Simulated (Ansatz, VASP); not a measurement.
## Fe in VASP and in Ansatz

The input INCAR:

```
PREC = Accurate
ENCUT = 600
EDIFF = 1E-6
ISMEAR = 0
SIGMA = 0.1
LREAL = False
LASPH = True
NELM = 200
ALGO = Normal
ISIF = 2
LWAVE = False
LCHARG = True
ISPIN = 2
MAGMOM = 4 4
LORBIT = 11
LMAXMIX = 4
GGA = PS
LELF = True
LVHAR = True
NBANDS = 19
GGA_COMPAT = False
```

Contents of KPOINTS:

```
Automatic mesh
0
Gamma
  8 8 8
```

File POSCAR:

```
Fe
1.0
   -2.2266965569      2.2266965569      1.2147040754
    2.2266965569     -2.2266965569      1.2147040754
    2.2266965569      2.2266965569     -1.2147040754
Fe
2
Direct
    0.0000000000      0.0000000000      0.0000000000
    0.7500000000      0.2500000000      0.5000000000
```

Input for Ansatz:

```yaml
crystal:
  lattice:
    - [-2.2266965569, 2.2266965569, 1.2147040754]
    - [2.2266965569, -2.2266965569, 1.2147040754]
    - [2.2266965569, 2.2266965569, -1.2147040754]
  atoms:
    - { symbol: Fe, position: [0.0, 0.0, 0.0], spin: 4.0 }
    - { symbol: Fe, position: [0.75, 0.25, 0.5], spin: 4.0 }
basis:
  ecutwfc: 420
kpoints:
  mp_grid: { grid: [8, 8, 8] }
hamiltonian:
  xc: pbesol
scf:
  occupations: { method: gaussian, width: 0.1 }
  lower_state_search: "off"
output:
  forces: true
  stress: true
  eigenvalues: true
  populations: true
magnetization:
  spin_polarized: true
```

Alike in both runs: task single point; functional PBEsol; k mesh 8 × 8 × 8; occupations gaussian, width 0.1 eV; collinear spin.

```csv
,VASP,Ansatz
version,VASP 6.6.1,Ansatz 0.2.0
potentials or method,"VASP PAW PBE potentials, release 64 (Fe), cutoff 600 eV","scalar-relativistic, plane waves, PAW"
valence electrons in the cell,16,32
```

VASP gave:

| Quantity | Value |
| --- | --- |
| gap on the k mesh at the Fermi level (eV) | none |
| pressure (GPa) | -2.2 |
| traceless stress, the component that is largest in VASP (GPa) | -1.52 |
| net moment per atom (μB) | 2.25 |
| size of the moment on the site where the two differ most (μB) | 2.23 |

Estimate Ansatz's values.

gap on the k mesh at the Fermi level (eV): none; pressure (GPa): -2.1; traceless stress, the component that is largest in VASP (GPa): -1.53; net moment per atom (μB): 2.23; size of the moment on the site where the two differ most (μB): 2.19.

VASP's potentials were made for PBE, not for PBEsol. Site moments also hang on the region over which each program counts them. A gap of «none» marks a metal or a gap that the smearing closes. VASP's potentials hold 16 valence electrons a cell and Ansatz's 32, so a difference there can come from the potentials and not from the codes.

The k mesh is coarse, so the values compare programs but aren't converged.
